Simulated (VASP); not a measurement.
**Mo: single point with PBE**

Mo:

```
Mo
1.0
     2.77299    0.00000    0.00000
    -1.38649    2.40148    0.00000
     0.00000    0.00000    2.48658
Mo
1
Direct
  0.00000 0.00000 0.50000
```

This cell differs from its parent crystal: ratio of the length along z to the lengths across it x 0.96, volume and fractional coordinates fixed.

```
Program                : VASP 6.6.1
Task                   : single point
Functional             : PBE
Potentials or basis    : VASP PAW PBE potentials, release 64 (Mo_sv)
Cutoff                 : 520 eV
k mesh                 : 24 × 24 × 20
Occupations            : gaussian, width 0.15 eV
Spin                   : no spin polarisation
Dipole correction      : no
Further INCAR settings : ALGO = Fast; EDIFF = 1e-06; NBANDS = 13
```

The pressure is 3.6 GPa and the band gap on the k mesh is zero (band 7 reaches 12.42 eV, above the bottom of band 8 at 10.59 eV).

Stress tensor (GPa, compression positive):
```
2.20 0.00 0.00
0.00 2.20 0.00
0.00 0.00 6.34
```

Levels at points of the mesh, in eV from the Fermi level:
| k point | band 4 | band 5 | band 6 | band 7 | band 8 | band 9 | band 10 | band 11 |
| --- | --- | --- | --- | --- | --- | --- | --- | --- |
| (0.00, 0.00, 0.00) | -34.01 | -6.70 | -4.36 | -0.90 | -0.90 | 4.33 | 4.33 | 12.77 |
| (0.50, 0.00, 0.00) | -33.88 | -4.80 | -3.34 | 0.93 | 1.60 | 3.75 | 4.16 | 9.79 |
| (0.00, 0.00, 0.50) | -34.13 | -3.36 | 0.09 | 0.09 | 0.42 | 0.42 | 0.42 | 11.06 |
| (0.50, 0.00, 0.50) | -34.40 | -5.34 | -3.02 | -0.77 | 4.61 | 6.30 | 6.66 | 7.34 |

Wall time 50 s on 1 thread of Intel(R) Xeon(R) 6975P-C (Granite Rapids) (shared host), peak memory 0.24 GiB.
